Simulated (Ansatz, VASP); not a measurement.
**One calculation of HfO2, two programs**

```
Hf O
1.0
     3.64001    0.00000    0.00000
     0.00000    3.64001    0.00000
     0.00000    0.00000    5.31574
Hf O
2 4
Direct
  0.50000 0.50000 0.50000
  0.00000 0.00000 0.00000
  0.00000 0.50000 0.69328
  0.50000 0.00000 0.80672
  0.50000 0.00000 0.30672
  0.00000 0.50000 0.19328
```

Alike in both runs: task single point; functional PBE; k mesh 6 × 6 × 4; no spin polarisation.

|  | VASP | Ansatz |
| --- | --- | --- |
| version | VASP 6.6.1 | Ansatz 0.2.0 |
| potentials or method | VASP PAW PBE potentials, release 64 (Hf_pv, O) | plane waves, PAW |
| plane-wave cutoff (eV) | 520 | 420 |
| occupations | gaussian, width 0.01 eV | fixed |
| valence electrons in the cell | 44 | 76 |

VASP gave:

| Item | Value |
| --- | --- |
| gap on the k mesh at the Fermi level (eV) | 4.53 |
| pressure (GPa) | -9.5 |
| traceless stress, the component that is largest in VASP (GPa) | 0.80 |
| rms of the force components (eV/Å) | 0.099 |

Question: What did Ansatz give for the same quantities?

Answer: gap on the k mesh at the Fermi level (eV): 4.55; pressure (GPa): -6.5; traceless stress, the component that is largest in VASP (GPa): 0.67; rms of the force components (eV/Å): 0.075.

Atom by atom the forces differ by 0.025 eV/Å (rms over components). VASP's potentials hold 44 valence electrons a cell and Ansatz's 76, so a difference there can come from the potentials and not from the codes.

Spin-orbit coupling is off throughout.
